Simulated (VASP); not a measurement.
Runs of VASP 6.6.1 on CuI. The structure is that of space group F-43m (No. 216), or close to it. The cells are those of the table. 

```csv
cell,gap on the mesh (eV),pressure (GPa)
"a = 4.259 Å, angles 60.0°, 2 atoms",(c),-0.1
"a = 4.397 Å, angles 60.0°, 2 atoms",1.41,-3.2
"a = 4.127 Å, angles 60.0°, 2 atoms",1.98,5.2
"a = 4.287 Å, angles 60.0°, 2 atoms",1.61,-0.9
"a = 4.216 Å, angles 60.0°, 2 atoms",(b),(a)
```

Alike in all rows: task single point; level r2SCAN; potentials or basis VASP PAW PBE potentials, release 64 (Cu, I); no spin polarisation; k mesh 8 × 8 × 8; cutoff (eV) 520; smearing gaussian 0.02 eV.

Question: Estimate the missing entries.

Answer: (a) 1.4; (b) 1.77; (c) 1.67.

Caveats: the PAW data sets were made with another functional, which shifts forces and pressure a little; spin-orbit coupling is left out, which moves the levels of the heavy elements; the cell stands under tension (at least some runs); the cell stands under pressure (at least some runs).

A k mesh can miss the band edges, and the runs leave out spin-orbit coupling on I.
